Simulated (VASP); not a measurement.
BaS, 2 atoms in the cell. The structure is tetragonal, space group P4/mmm (No. 123). The conventional cell has a = 3.834 Å, b = 3.834 Å, c = 4.055 Å, α = 90.00°, β = 90.00°, γ = 90.00°. Within 4.5 Å of Ba (site symmetry 4/mmm) lie 8 S at 3.39 Å and 6 Ba at 3.83 to 4.06 Å. Within 4.5 Å of S (site symmetry 4/mmm) lie 8 Ba at 3.39 Å and 6 S at 3.83 to 4.06 Å.  This cell differs from its parent crystal: uniaxial x strain +5.8%.

- Program: VASP 6.6.1
- Task: single point
- Functional: r2SCAN
- Potentials or basis: VASP PAW PBE potentials, release 64 (Ba_sv, S)
- Cutoff: 550 eV
- k mesh: 6 × 6 × 6
- Occupations: gaussian, width 0.01 eV
- Spin: no spin polarisation
- Dipole correction: no
- Further INCAR settings: ALGO = Normal; EDIFF = 1e-06; NBANDS = 15

Potentials or basis: VASP PAW PBE potentials, release 64 (Ba_sv, S).

Launch:

```sh
$ cat potpaw_PBE.64/Ba_sv/POTCAR potpaw_PBE.64/S/POTCAR > POTCAR
$ cp INCAR.step1 INCAR
$ mpirun -np 1 vasp_std > vasp.out
$ cp INCAR.step2 INCAR
$ mpirun -np 1 vasp_std > vasp.out
```

Hardware: 1 thread of Intel Xeon 8259CL (shared host).

Q: How long does it take, and how much memory?

A: Wall time 3 min on 1 thread of Intel Xeon 8259CL, with other jobs on the host, peak memory 0.2 GiB. Counts: k points 40.
